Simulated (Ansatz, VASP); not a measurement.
## GaSb3: VASP beside Ansatz

The input INCAR:

```
  ALGO = Normal
  EDIFF = 1E-6
  ENCUT = 520
  GGA = PS
  ISIF = 2
  ISMEAR = 0
  LASPH = True
  LCHARG = False
  LREAL = False
  LWAVE = False
  NBANDS = 22
  NELM = 60
  PREC = Accurate
  SIGMA = 0.15
```

File KPOINTS:

```
k-points
0
Gamma
  10 10 10
```

The input POSCAR:

```
GaSb3
1.0
    0.0000000000      3.4531391747      3.7414762958
    3.4531391747      0.0000000000      3.7414762958
    3.4531391747      3.4531391747      0.0000000000
Ga Sb
1 3
Direct
    0.0000000000      0.0000000000      0.0000000000
    0.2500000000      0.2500000000      0.2500000000
    0.7500000000      0.7500000000      0.7500000000
    0.5000000000      0.5000000000      0.5000000000
```

Input for Ansatz:

```yaml
crystal:
  lattice:
    - [0.0, 3.4531391747, 3.7414762958]
    - [3.4531391747, 0.0, 3.7414762958]
    - [3.4531391747, 3.4531391747, 0.0]
  atoms:
    - { symbol: Ga, position: [0.0, 0.0, 0.0] }
    - { symbol: Sb, position: [0.25, 0.25, 0.25] }
    - { symbol: Sb, position: [0.75, 0.75, 0.75] }
    - { symbol: Sb, position: [0.5, 0.5, 0.5] }
basis:
  ecutwfc: 420
kpoints:
  mp_grid: { grid: [10, 10, 10] }
hamiltonian:
  xc: pbesol
  pseudopotentials: { kind: paw, azcp: { folder: soft_1 } }
scf:
  occupations: { method: gaussian, width: 0.15 }
output:
  forces: true
  stress: true
  eigenvalues: true
```

Alike in both runs: task single point; functional PBEsol; k mesh 10 × 10 × 10; occupations gaussian, width 0.15 eV; no spin polarisation.

|  | VASP | Ansatz |
| --- | --- | --- |
| version | VASP 6.6.1 | Ansatz 0.2.0 |
| potentials or method | VASP PAW PBE potentials, release 64 (Ga_d, Sb), cutoff 520 eV | scalar-relativistic, plane waves, PAW |
| valence electrons in the cell | 28 | 58 |

VASP gave:

```
gap on the k mesh at the Fermi level (eV)                     : none
pressure (GPa)                                                : 7.0
traceless stress, the component that is largest in VASP (GPa) : -2.45
```

Q: Which values does Ansatz return?

A: gap on the k mesh at the Fermi level (eV): none; pressure (GPa): 6.9; traceless stress, the component that is largest in VASP (GPa): -2.44.

VASP's potentials were made for PBE, not for PBEsol, and Ansatz warns of the same on its side. A gap of «none» marks a metal or a gap that the smearing closes. VASP's potentials hold 28 valence electrons a cell and Ansatz's 58, so a difference there can come from the potentials and not from the codes.

Neither program's run includes spin-orbit coupling.
